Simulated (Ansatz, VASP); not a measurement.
# GaC: VASP beside Ansatz

```
Ga C
1.0
     2.81814    0.00000    0.00000
     0.00000    2.81814    0.00000
     0.00000    0.00000    2.81814
Ga C
1 1
Direct
  0.00000 0.00000 0.00000
  0.50000 0.50000 0.50000
```

Alike in both runs: functional PBE; k mesh 6 × 6 × 6; occupations gaussian, width 0.1 eV; no spin polarisation.

Ansatz relaxed the structure, and its values are those at the end. VASP's run is a single point on that final structure, the one shown.

```csv
,VASP,Ansatz
version,VASP 6.6.1,Ansatz 0.2.0
potentials or method,"VASP PAW PBE potentials, release 64 (Ga_d, C), cutoff 600 eV","scalar-relativistic, plane waves, PAW"
valence electrons in the cell,17,17
```

VASP gave:

```
gap on the k mesh at the Fermi level (eV) : none
pressure (GPa)                            : 0.4
```

Estimate Ansatz's values.

gap on the k mesh at the Fermi level (eV): none; pressure (GPa): 0.0.

A gap of «none» marks a metal or a gap that the smearing closes.

The k mesh is coarse, so the values compare programs but aren't converged.
